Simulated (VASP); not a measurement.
A run of VASP 6.6.1 is set up as follows.

INCAR

```
SYSTEM = SiGe
PREC     = Accurate       ! precision mode
ENCUT    = 520            ! plane-wave cutoff, eV
EDIFF    = 1E-7           ! SCF threshold, eV
ISMEAR   = 0              ! smearing method
SIGMA    = 0.03           ! smearing width, eV
LREAL    = .False.        ! projectors in reciprocal space
LASPH    = .True.         ! aspherical terms in the spheres
NELM     = 60             ! most SCF steps
ALGO     = Normal         ! electronic algorithm
ISIF     = 2              ! what is computed and relaxed
LWAVE    = .False.        ! write WAVECAR
LCHARG   = .True.         ! write CHGCAR
GGA      = CA             ! functional
LELF     = .True.         ! ELF
LVHAR    = .True.       
NBANDS   = 26             ! bands
```

KPOINTS

```
Automatic mesh
0
Gamma
  12 12 6
  0 0 0
```

Contents of POSCAR:

```
SiGe
1.0
    3.9371113814      0.0000000000      0.0000000000
   -1.9685556907      3.4096384739      0.0000000000
    0.0000000000      0.0000000000      6.5064941378
Si Ge
2 2
Direct
    0.6666666667      0.3333333333      0.8745031008
    0.3333333333      0.6666666667      0.3745031008
    0.6666666667      0.3333333333      0.5161337307
    0.3333333333      0.6666666667      0.0161337307
```

Potentials or basis: VASP PAW LDA potentials, release 64 (Si, Ge_d).

Run with:

```bash
$ cat potpaw_LDA.64/Si/POTCAR potpaw_LDA.64/Ge_d/POTCAR > POTCAR
$ mpirun -np 1 vasp_std > vasp.out
```

(1) Estimate the largest force.

(2) What does it give for the pressure?

Results:

(1) 1.319 eV/Å.

(2) -3.6 GPa.

Caveat: forces of over 1 eV/Å act on the atoms, so gaps and moduli don't describe the material at rest.
